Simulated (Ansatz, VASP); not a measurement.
Two plane-wave programs on BPd4

INCAR

```
PREC = Accurate
ENCUT = 520
EDIFF = 1E-6
ISMEAR = 0
SIGMA = 0.1
LREAL = F
LASPH = T
NELM = 80
ALGO = Normal
ISIF = 2
LWAVE = F
LCHARG = F
GGA = PE
NBANDS = 30
```

Contents of KPOINTS:

```
Automatic mesh
0
Gamma
  4 4 4
```

POSCAR

```
BPd4
1.0
    4.6152548200      0.0000000000      0.0000000000
    0.0000000000      4.6152548200      0.0000000000
    0.0000000000      0.0000000000      3.8225182500
B Pd
1 4
Direct
    0.5000000000      0.5000000000      0.0000000000
    0.2950103500      0.0000000000      0.5000000000
    0.7049896500      0.0000000000      0.5000000000
    0.0000000000      0.2950103500      0.5000000000
    0.0000000000      0.7049896500      0.5000000000
```

Input for Ansatz:

```yaml
crystal:
  lattice:
    - [4.61525482, 0.0, 0.0]
    - [0.0, 4.61525482, 0.0]
    - [0.0, 0.0, 3.82251825]
  atoms:
    - { symbol: B, position: [0.5, 0.5, 0.0] }
    - { symbol: Pd, position: [0.29501035, 0.0, 0.5] }
    - { symbol: Pd, position: [0.70498965, 0.0, 0.5] }
    - { symbol: Pd, position: [0.0, 0.29501035, 0.5] }
    - { symbol: Pd, position: [0.0, 0.70498965, 0.5] }
basis:
  ecutwfc: 420
kpoints:
  mp_grid: { grid: [4, 4, 4] }
hamiltonian:
  xc: pbe
scf:
  occupations: { method: gaussian, width: 0.1 }
  lower_state_search: "off"
output:
  forces: true
  stress: true
  eigenvalues: true
```

Alike in both runs: task single point; functional PBE; k mesh 4 × 4 × 4; occupations gaussian, width 0.1 eV; no spin polarisation.

|  | VASP | Ansatz |
| --- | --- | --- |
| version | VASP 6.6.1 | Ansatz 0.2.0 |
| potentials or method | VASP PAW PBE potentials, release 64 (B, Pd), cutoff 520 eV | scalar-relativistic, plane waves, PAW |
| valence electrons in the cell | 43 | 75 |

|  | VASP | Ansatz | Ansatz less VASP |
| --- | --- | --- | --- |
| gap on the k mesh at the Fermi level (eV) | none | none | - |
| rms of the force components (eV/Å) | 3.959 | 3.906 | -0.0530 |

Atom by atom the forces differ by 0.053 eV/Å (rms over components). A gap of «none» marks a metal or a gap that the smearing closes. The functional is the same, so the differences come from potentials, cutoffs and numerics. VASP's potentials hold 43 valence electrons a cell and Ansatz's 75, so a difference there can come from the potentials and not from the codes.

The k mesh is coarse, so the values compare programs but aren't converged.
